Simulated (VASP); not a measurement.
# GaH6 (Pm-3m) in VASP: notebook

The runs below take GaH6 through single point, relaxation of cell and atoms, with PBE.

Program: VASP 6.6.1. These are calculated values, not measurements. Logs are shortened: lines on timing, memory, paths and dates and some standing lists are left out, and cuts for length are marked.

**1. The cell of the first run**

Symmetry: Pm-3m, No. 221, cubic system. Conventional cell: a = 4.797 Å, b = 4.797 Å, c = 4.797 Å, α = 90.00°, β = 90.00°, γ = 90.00°. Ga (site symmetry m-3m) has 24 H at 3.41 Å within 4.5 Å. Within 1.0 Å of H (site symmetry 4mm) lie 1 H at 0.75 Å.

The cell was built from a structure type or drawn by symmetry, and may not be a known phase.

**2. Single point, PBE**

File INCAR:

```
SYSTEM = GaH6
  ALGO = Normal
  EDIFF = 1E-7
  ENCUT = 520
  GGA = PE
  ISIF = 2
  ISMEAR = 0
  LASPH = .TRUE.
  LCHARG = .FALSE.
  LREAL = .FALSE.
  LWAVE = .FALSE.
  NBANDS = 18
  NELM = 80
  PREC = Accurate
  SIGMA = 0.1
```

File KPOINTS:

```
k-points
0
G
  8 8 8
  0 0 0
```

File POSCAR:

```
GaH6
1.0
    4.7971196504      0.0000000000      0.0000000000
    0.0000000000      4.7971196504      0.0000000000
    0.0000000000      0.0000000000      4.7971196504
Ga H
1 6
Direct
    0.0000000000      0.0000000000      0.0000000000
    0.0783658749      0.5000000000      0.5000000000
    0.5000000000      0.0783658749      0.5000000000
    0.9216341251      0.5000000000      0.5000000000
    0.5000000000      0.9216341251      0.5000000000
    0.5000000000      0.5000000000      0.0783658749
    0.5000000000      0.5000000000      0.9216341251
```

Potentials or basis: VASP PAW PBE potentials, release 64 (Ga_d, H).

Command:

```sh
cat potpaw_PBE.64/Ga_d/POTCAR potpaw_PBE.64/H/POTCAR > POTCAR
mpirun -np 1 vasp_std > vasp.out
```

OUTCAR:

```text
SYSTEM = GaH6
   EDIFF = 1E-7
   ENCUT = 520
   GGA = PE
   ISIF = 2
   ISMEAR = 0
   LASPH = .TRUE.
   LREAL = .FALSE.
   NELM = 80
   PREC = Accurate

 ion  position               nearest neighbor table
   1  0.000  0.000  0.000-
   2  0.078  0.500  0.500-   4 0.75
   3  0.500  0.078  0.500-   5 0.75
   4  0.922  0.500  0.500-   2 0.75
   5  0.500  0.922  0.500-   3 0.75
   6  0.500  0.500  0.078-   7 0.75
   7  0.500  0.500  0.922-   6 0.75

  LATTYP: Found a simple cubic cell.
 ALAT       =     4.7971196504

  Lattice vectors:

 A1 = (   4.7971196504,   0.0000000000,   0.0000000000)
 A2 = (   0.0000000000,   4.7971196504,   0.0000000000)
 A3 = (   0.0000000000,   0.0000000000,   4.7971196504)

Analysis of symmetry for initial positions (statically):
=====================================================================
 Subroutine PRICEL returns:
 Original cell was already a primitive cell.

 Routine SETGRP: Setting up the symmetry group for a
 simple cubic supercell.

 Subroutine GETGRP returns: Found 48 space group operations
 (whereof 48 operations were pure point group operations)
 out of a pool of 48 trial point group operations.

The static configuration has the point symmetry O_h .

Analysis of symmetry for dynamics (positions and initial velocities):
=====================================================================
 Subroutine PRICEL returns:
 Original cell was already a primitive cell.

 Routine SETGRP: Setting up the symmetry group for a
 simple cubic supercell.

 Subroutine GETGRP returns: Found 48 space group operations
 (whereof 48 operations were pure point group operations)
 out of a pool of 48 trial point group operations.

The dynamic configuration has the point symmetry O_h .

 Subroutine INISYM returns: Found 48 space group operations
 (whereof 48 operations are pure point group operations),
 and found     1 'primitive' translations

----------------------------------------------------------------------------------------

                                     Primitive cell

  volume of cell :     110.3930

  direct lattice vectors                    reciprocal lattice vectors
     4.797119650  0.000000000  0.000000000     0.208458424  0.000000000  0.000000000
     0.000000000  4.797119650  0.000000000     0.000000000  0.208458424  0.000000000
     0.000000000  0.000000000  4.797119650     0.000000000  0.000000000  0.208458424

  length of vectors
     4.797119650  4.797119650  4.797119650     0.208458424  0.208458424  0.208458424

  position of ions in fractional coordinates (direct lattice)
     0.000000000  0.000000000  0.000000000
     0.078365875  0.500000000  0.500000000
     0.500000000  0.078365875  0.500000000
     0.921634125  0.500000000  0.500000000
     0.500000000  0.921634125  0.500000000
     0.500000000  0.500000000  0.078365875
     0.500000000  0.500000000  0.921634125

  ion indices of the primitive-cell ions
   primitive index   ion index
                 1           1
                 2           2
                 3           3
                 4           4
                 5           5
                 6           6
                 7           7

----------------------------------------------------------------------------------------

 KPOINTS: k-points

Automatic generation of k-mesh.
 Grid dimensions read from file:
 generate k-points for:    8    8    8

 Generating k-lattice:

  Cartesian coordinates                     Fractional coordinates (reciprocal lattice)
     0.026057303  0.000000000  0.000000000     0.125000000  0.000000000  0.000000000
     0.000000000  0.026057303  0.000000000     0.000000000  0.125000000  0.000000000
     0.000000000  0.000000000  0.026057303     0.000000000  0.000000000  0.125000000

  Length of vectors
     0.026057303  0.026057303  0.026057303

  Shift w.r.t. Gamma in fractional coordinates (k-lattice)
     0.000000000  0.000000000  0.000000000

 Subroutine IBZKPT returns following result:
 ===========================================

 Found     35 irreducible k-points:

 Following reciprocal coordinates:
            Coordinates               Weight
  0.000000  0.000000  0.000000      1.000000
  0.125000  0.000000  0.000000      6.000000
  0.250000  0.000000  0.000000      6.000000
  0.375000  0.000000  0.000000      6.000000
  0.500000  0.000000  0.000000      3.000000
  0.125000  0.125000  0.000000     12.000000
[... 16 lines left out ...]
  0.375000  0.375000  0.125000     24.000000
  0.500000  0.375000  0.125000     24.000000
 [... further k-points ...]
   k-points           NKPTS =     35   k-points in BZ     NKDIM =     35   number of bands    NBANDS=     18
   number of dos      NEDOS =    301   number of ions     NIONS =      7
   total plane-waves  NPLWV =  46656
   dimension x,y,z NGX =    36 NGY =   36 NGZ =   36
   dimension x,y,z NGXF=    72 NGYF=   72 NGZF=   72
   ions per type =               1   6
   NGX,Y,Z   is equivalent  to a cutoff of  12.48, 12.48, 12.48 a.u.
   NGXF,Y,Z  is equivalent  to a cutoff of  24.95, 24.95, 24.95 a.u.
 SYSTEM =  GaH6
   PREC   = accura    normal or accurate (medium, high low for compatibility)
   ISTART =      0    job   : 0-new  1-cont  2-samecut
   ICHARG =      2    charge: 1-file 2-atom 10-const
   ISPIN  =      1    spin polarized calculation?
   LNONCOLLINEAR =      F non collinear calculations
   LSORBIT =      F    spin-orbit coupling
   LASPH  =      T    aspherical Exc in radial PAW
   ENCUT  =  520.0 eV  38.22 Ry    6.18 a.u.   8.92  8.92  8.92*2*pi/ulx,y,z
   NELM   =     80;   NELMIN=  2; NELMDL= -5     # of ELM steps
   EDIFF  = 0.1E-06   stopping-criterion for ELM
   LREAL  =      F    real-space projection
   EDIFFG = 0.1E-05   stopping-criterion for IOM
   NSW    =      0    number of steps for IOM
   IBRION =     -1    ionic relax: 0-MD 1-quasi-New 2-CG
   NFREE  =      0    steps in history (QN), initial steepest desc. (CG)
   ISIF   =      2    stress and relaxation
   ISYM   =      2    0-nonsym 1-usesym 2-fastsym
   POTIM  = 0.5000    time-step for ionic-motion
   TEBEG  =    0.0;   TEEND  =   0.0 temperature during run
   PSTRESS=    0.0 pullay stress
   NELECT =      19.0000    total number of electrons
   NUPDOWN=      -1.0000    fix difference up-down
   EMIN   =  10.00;   EMAX   =-10.00  energy-range for DOS
   EFERMI =   0.00;   METHOD = LEGACY
   ISMEAR =     0;   SIGMA  =   0.10  broadening in eV -4-tet -1-fermi 0-gaus
   EFERMI_NEDOS =   21; number of points for ismear=-14 and -15
   IALGO  =     38    algorithm
   IMIX   =      4    mixing-type and parameters
     AMIX     =   0.40;   BMIX     =  1.00
     AMIX_MAG =   1.60;   BMIX_MAG =  1.00
  volume/ion in A,a.u.               =      15.77       106.42
  Fermi-wavevector in a.u.,A,eV,Ry     =   0.910637  1.720855 11.282774  0.829260
  Thomas-Fermi vector in A             =   2.034823
   LORBIT       =      0    0 simple, 1 ext, 2 COOP (PROOUT), +10 PAW based schemes
   GGA     = PE    functional components
   LHFCALC =     F    Hartree Fock is set to
   AEXX    =    0.0000 exact exchange contribution
   IVDW    =     0    specifies the selected vdW correction
   LEPSILON=     F    determine dielectric tensor
   LRPA    =     F    only Hartree local field effects (RPA)
 non-spin polarized calculation
 Gauss-broadening in eV      SIGMA  =   0.10
  energy-cutoff  :      520.00
  volume of cell :      110.39
 maximum number of plane-waves:      3016
 NGX is ok and might be reduce to    36
   NGX = 17   NGY = 17   NGZ = 17

 number of electron      18.9999989 magnetization

 Free energy of the ion-electron system (eV)
  ---------------------------------------------------
  ext. energy  EPLUGINS =         0.00000000
  ---------------------------------------------------
  free energy    TOTEN  =       -20.80360281 eV

  energy without entropy =      -20.78548072  energy(sigma->0) =      -20.79454176

 E-fermi :   0.2269     XC(G=0):  -6.2936

 val. band max:        0.2251491076   @ k =   0.5000   0.3750   0.1250
 cond. band min:       0.2286307645   @ k =   0.3750   0.2500   0.2500
 fundamental gap:      0.0034816569
 Fermi energy:         0.2269145753

 k-point     1 :       0.0000    0.0000    0.0000
  band No.  band energies     occupation
      1     -16.0389      2.00000
      2     -16.0389      2.00000
      3     -16.0371      2.00000
      4     -16.0371      2.00000
      5     -16.0371      2.00000
      6      -9.1962      2.00000
[... 10 lines left out ...]
     17       6.1770      0.00000
     18       6.4620      0.00000

 k-point     2 :       0.1250    0.0000    0.0000
  band No.  band energies     occupation
      1     -16.0388      2.00000
      2     -16.0385      2.00000
      3     -16.0372      2.00000
      4     -16.0372      2.00000
      5     -16.0371      2.00000
      6      -9.1378      2.00000
[... 10 lines left out ...]
     17       6.4455      0.00000
     18       6.5720      0.00000

 k-point     3 :       0.2500    0.0000    0.0000
  band No.  band energies     occupation
      1     -16.0387      2.00000
      2     -16.0375      2.00000
      3     -16.0375      2.00000
      4     -16.0375      2.00000
      5     -16.0371      2.00000
      6      -8.9693      2.00000
[... 10 lines left out ...]
     17       6.1948      0.00000
     18       7.5059      0.00000

 k-point     4 :       0.3750    0.0000    0.0000
  band No.  band energies     occupation
      1     -16.0386      2.00000
      2     -16.0377      2.00000
      3     -16.0377      2.00000
      4     -16.0371      2.00000
      5     -16.0366      2.00000
      6      -8.7159      2.00000
[... 375 lines left out ...]
      4     -16.0374      2.00000
      5     -16.0355      2.00000
      6      -8.3170      2.00000
[... 10 lines left out ...]
     17       6.5183      0.00000
     18       7.1511      0.00000

 k-point    23 :       0.3750    0.3750    0.1250
  band No.  band energies     occupation
      1     -16.0387      2.00000
      2     -16.0379      2.00000
      3     -16.0378      2.00000
      4     -16.0371      2.00000
      5     -16.0353      2.00000
      6      -8.3086      2.00000
[... 10 lines left out ...]
     17       6.9718      0.00000
     18       7.2904      0.00000

 k-point    24 :       0.5000    0.3750    0.1250
  band No.  band energies     occupation
      1     -16.0389      2.00000
      2     -16.0380      2.00000
      3     -16.0378      2.00000
      4     -16.0370      2.00000
      5     -16.0350      2.00000
      6      -8.1539      2.00000
[... 10 lines left out ...]
     17       6.4982      0.00000
     18       7.4693      0.00000

 [... further k-points ...]

------------------------ aborting loop because EDIFF is reached ----------------------------------------

  FORCE on cell =-STRESS in cart. coord.  units (eV):
  Direction    XX          YY          ZZ          XY          YZ          ZX
  --------------------------------------------------------------------------------------
  -------------------------------------------------------------------------------------
  Total       -0.0814796     -0.0814796     -0.0814796     -0.0000000     -0.0000000      0.0000000
  in kB       -1.1825455     -1.1825455     -1.1825455     -0.0000000     -0.0000000      0.0000000
  external PRESSURE =      -1.1825455 kB  Pullay stress =       0.0000000 kB

 VOLUME and BASIS-vectors are now :
 -----------------------------------------------------------------------------
  energy-cutoff  :      520.00
  volume of cell :      110.39
      direct lattice vectors                 reciprocal lattice vectors
     4.797119650  0.000000000  0.000000000     0.208458424  0.000000000  0.000000000
     0.000000000  4.797119650  0.000000000     0.000000000  0.208458424  0.000000000
     0.000000000  0.000000000  4.797119650     0.000000000  0.000000000  0.208458424

 POSITION                                       TOTAL-FORCE (eV/Angst)
 -----------------------------------------------------------------------------------
      0.00000      0.00000      0.00000         0.000000     -0.000000     -0.000000
      0.37593      2.39856      2.39856        -0.005971      0.000000     -0.000000
      2.39856      0.37593      2.39856         0.000000     -0.005971     -0.000000
      4.42119      2.39856      2.39856         0.005971     -0.000000     -0.000000
      2.39856      4.42119      2.39856        -0.000000      0.005971     -0.000000
      2.39856      2.39856      0.37593         0.000000      0.000000     -0.005971
      2.39856      2.39856      4.42119        -0.000000     -0.000000      0.005971
 -----------------------------------------------------------------------------------
    total drift:                                0.000000     -0.000000      0.000000

  FREE ENERGIE OF THE ION-ELECTRON SYSTEM (eV)
  ---------------------------------------------------
  free  energy   TOTEN  =       -20.8036028099 eV

  energy  without entropy=      -20.7854807190  energy(sigma->0) =      -20.79454176
```

It took 69 s on 1 thread of Intel Xeon 8259CL, shared host; peak memory 0.24 GiB.

What came out:

| Property | Result |
| --- | --- |
| Free energy | -20.8036 eV |
| Pressure | -0.1 GPa |
| Largest force | 0.006 eV/Å |
| Band gap on the k mesh | zero (an odd number of electrons rules out a gap without spin polarisation) |

Forces on the atoms (eV/Å):
```
Ga   0.000  0.000  0.000
H   -0.006  0.000  0.000
H    0.000 -0.006  0.000
H    0.006  0.000  0.000
H    0.000  0.006  0.000
H    0.000  0.000 -0.006
H    0.000  0.000  0.006
```

**3. Relaxation of cell and atoms, PBE**

This run uses another cell than the first one, of 15.45 Å³/atom.

File INCAR:

```
SYSTEM = GaH6
PREC = Accurate
ENCUT = 600
EDIFF = 1E-6
ISMEAR = 0
SIGMA = 0.1
LREAL = .FALSE.
LASPH = .TRUE.
NELM = 60
ALGO = Normal
ISIF = 3
LWAVE = .FALSE.
LCHARG = .FALSE.
GGA = PE
IBRION = 2
NSW = 100
EDIFFG = -0.01
```

File KPOINTS:

```
regular mesh
0
G
  8 8 8
  0 0 0
```

File POSCAR:

```
GaH6
1.0
    4.7642336133      0.0000000000      0.0000000000
    0.0000000000      4.7642336133      0.0000000000
    0.0000000000      0.0000000000      4.7642336133
Ga H
1 6
Direct
    0.0000000000      0.0000000000      0.0000000000
    0.0789928699      0.5000000000      0.5000000000
    0.5000000000      0.0789928699      0.5000000000
    0.9210071301      0.5000000000      0.5000000000
    0.5000000000      0.9210071301      0.5000000000
    0.5000000000      0.5000000000      0.0789928699
    0.5000000000      0.5000000000      0.9210071301
```

Potentials or basis: VASP PAW PBE potentials, release 64 (Ga_d, H).

Command:

```sh
cat potpaw_PBE.64/Ga_d/POTCAR potpaw_PBE.64/H/POTCAR > POTCAR
mpirun -np 1 vasp_std > vasp.out
```

It took 1.7 min on 1 thread of Intel Xeon 8259CL, shared host; peak memory 0.28 GiB.

Results (log left out):

```yaml
Free_energy: -20.8082 eV
Energy_gained_by_relaxing: 0.0 meV/atom
Ionic_steps: 3
Pressure_after_relaxing: 0.0 GPa
Band_gap_on_the_k_mesh: zero (an odd number of electrons rules out a gap without spin polarisation)
```

Final structure:
```
Ga H
1.0
     4.76410    0.00000    0.00000
     0.00000    4.76410    0.00000
     0.00000    0.00000    4.76410
Ga H
1 6
Cartesian
  0.0000 0.0000 0.0000
  0.3758 2.3820 2.3820
  2.3820 0.3758 2.3820
  4.3883 2.3820 2.3820
  2.3820 4.3883 2.3820
  2.3820 2.3820 0.3758
  2.3820 2.3820 4.3883
```

Levels at points of the mesh, in eV from the Fermi level:
| k point | band 5 | band 6 | band 7 | band 8 | band 9 | band 10 | band 11 | band 12 | band 13 |
| --- | --- | --- | --- | --- | --- | --- | --- | --- | --- |
| (0.00, 0.00, 0.00) | -16.26 | -9.50 | -7.74 | -7.74 | -5.52 | 0.48 | 0.48 | 0.48 | 4.83 |
| (0.50, 0.00, 0.00) | -16.26 | -8.79 | -8.48 | -7.71 | -5.79 | 0.60 | 1.16 | 1.16 | 3.35 |
| (0.50, 0.50, 0.00) | -16.26 | -8.24 | -8.24 | -8.23 | -6.06 | 0.04 | 0.04 | 1.55 | 1.59 |
| (0.50, 0.50, 0.50) | -16.26 | -8.15 | -8.15 | -8.15 | -5.77 | -0.65 | -0.65 | -0.65 | 0.25 |
